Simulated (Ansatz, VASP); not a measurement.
## B: VASP beside Ansatz

The input INCAR:

```
PREC = Accurate
ENCUT = 520
EDIFF = 1E-7
ISMEAR = -1
SIGMA = 0.1
LREAL = F
LASPH = T
NELM = 100
ALGO = Normal
ISIF = 2
LWAVE = F
LCHARG = F
GGA = RP
NBANDS = 8
```

KPOINTS

```
regular mesh
0
Gamma
  21 21 21
```

POSCAR

```
B
1.0
    0.0000000000      1.4961780971      1.4961780971
    1.4961780971      0.0000000000      1.4961780971
    1.4961780971      1.4961780971      0.0000000000
B
1
Direct
    0.0000000000      0.0000000000      0.0000000000
```

Input for Ansatz:

```yaml
crystal:
  lattice:
    - [0.0, 1.4961780971, 1.4961780971]
    - [1.4961780971, 0.0, 1.4961780971]
    - [1.4961780971, 1.4961780971, 0.0]
  atoms:
    - { symbol: B, position: [0.0, 0.0, 0.0] }
hamiltonian:
  xc: rpbe
  pseudopotentials:
    kind: paw
    azcp:
      B: "pseudopotentials/B.paw.azcp"
basis:
  ecutwfc: 420
  fft_grid_basis: typed
kpoints:
  mp_grid: { grid: [21, 21, 21], shift: [0, 0, 0] }
magnetization:
  spin_polarized: false
scf:
  occupations: { method: fermi_dirac, width: 0.1 }
  lower_state_search: "off"
output:
  stress: true
```

Alike in both runs: task single point; functional RPBE; k mesh 21 × 21 × 21; occupations fermi-dirac, width 0.1 eV; no spin polarisation.

|  | VASP | Ansatz |
| --- | --- | --- |
| version | VASP 6.6.1 | Ansatz 0.2.0 |
| potentials or method | VASP PAW PBE potentials, release 64 (B), cutoff 520 eV | plane waves (420 eV) with PAW, scalar-relativistic |
| valence electrons in the cell | 3 | 3 |

Ansatz gave:

- pressure (GPa): -24.0

Question: Estimate VASP's values.

Answer: Pressure (GPa): -24.2.

VASP's potentials were made for PBE, not for RPBE. With one functional, cell and mesh, what is left measures potentials, basis and numerics.
